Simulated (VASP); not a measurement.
A run of VASP 6.6.1:

File INCAR:

```
SYSTEM = AlCu5
PREC = Accurate
ENCUT = 520
EDIFF = 1E-7
ISMEAR = 0
SIGMA = 0.1
LREAL = .FALSE.
LASPH = .TRUE.
NELM = 80
ALGO = Normal
ISIF = 2
LWAVE = .FALSE.
LCHARG = .FALSE.
GGA = PE
NBANDS = 38
```

The input KPOINTS:

```
Automatic mesh
0
G
  6 6 2
  0 0 0
```

The input POSCAR:

```
AlCu5
1.0
    2.7719584487      0.0000000000      0.0000000000
    0.0000000000      3.3235975884      0.0000000000
    0.0000000000      0.0000000000      8.0604741518
Al Cu
1 5
Direct
    0.5000000000      0.5000000000      0.5000000000
    0.5000000000      0.5000000000      0.8374354572
    0.0000000000      0.0000000000      0.6727003421
    0.0000000000      0.0000000000      0.3272996579
    0.5000000000      0.5000000000      0.1625645428
    0.0000000000      0.0000000000      0.0000000000
```

Potentials or basis: VASP PAW PBE potentials, release 64 (Al, Cu).

Launch:

```sh
$ cat potpaw_PBE.64/Al/POTCAR potpaw_PBE.64/Cu/POTCAR > POTCAR
$ mpirun -np 1 vasp_std > vasp.out
```

Hardware: 1 thread of Intel(R) Xeon(R) Platinum 8488C (Sapphire Rapids) (shared host).

Problem. How long does it take, and how much memory?

Solution. Wall time 81 s on 1 thread of Intel(R) Xeon(R) Platinum 8488C (Sapphire Rapids) (shared host), peak memory 0.22 GiB. Counts: scf iterations 17, k points 32.
